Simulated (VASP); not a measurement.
Set up this calculation in VASP 6.6.1, as the native input.

```yaml
Task: single point
Functional: PBEsol
Potentials_or_basis: VASP PAW PBE potentials, release 64 (H, Cl)
Cutoff: 520 eV
k_mesh: 16 × 16 × 16
Occupations: gaussian, width 0.15 eV
Spin: no spin polarisation
Dipole_correction: no
Further_INCAR_settings: ALGO = Normal; EDIFF = 1e-07; NBANDS = 11
```

The structure of HCl lies in POSCAR:

```
HCl
1.0
    0.0000000000      2.8059375000      2.6690625000
    2.8059375000      0.0000000000      2.6690625000
    2.8059375000      2.8059375000      0.0000000000
H Cl
1 1
Direct
    0.0000000000      0.0000000000      0.0000000000
    0.5000000000      0.5000000000      0.5000000000
```

This cell differs from its parent crystal: strain +0.025 along x and y, -0.025 along z.

One way to write it, as run:

INCAR

```
PREC     = Accurate       # precision mode
ENCUT    = 520            # plane-wave cutoff, eV
EDIFF    = 1E-7           # SCF threshold, eV
ISMEAR   = 0              # smearing method
SIGMA    = 0.15           # smearing width, eV
LREAL    = F              # projectors in reciprocal space
LASPH    = T              # aspherical terms in the spheres
NELM     = 100            # most SCF steps
ALGO     = Normal         # electronic algorithm
ISIF     = 2              # what is computed and relaxed
LWAVE    = F              # write WAVECAR
LCHARG   = F              # write CHGCAR
GGA      = PS             # functional
NBANDS   = 11             # bands
```

KPOINTS

```
Automatic mesh
0
Gamma
  16 16 16
```

Potentials or basis: VASP PAW PBE potentials, release 64 (H, Cl).

Launch:

```sh
$ cat potpaw_PBE.64/H/POTCAR potpaw_PBE.64/Cl/POTCAR > POTCAR
$ mpirun -np 1 vasp_std > vasp.out
```

Results of the run:

```
Pressure               : -10.2 GPa
Band gap on the k mesh : zero (band 4 reaches -2.42 eV, above the bottom of band 5 at -2.52 eV)
```

Caveat: the cell differs from its parent crystal (strain +0.025 along x and y, -0.025 along z); the PAW data sets were made with another functional, which shifts forces and pressure a little.

It took 2.3 min on 1 thread of Intel(R) Xeon(R) Platinum 8175M CPU @ 2.50GHz (Skylake/Cascade Lake), with other jobs on the host, peak memory 0.27 GiB.
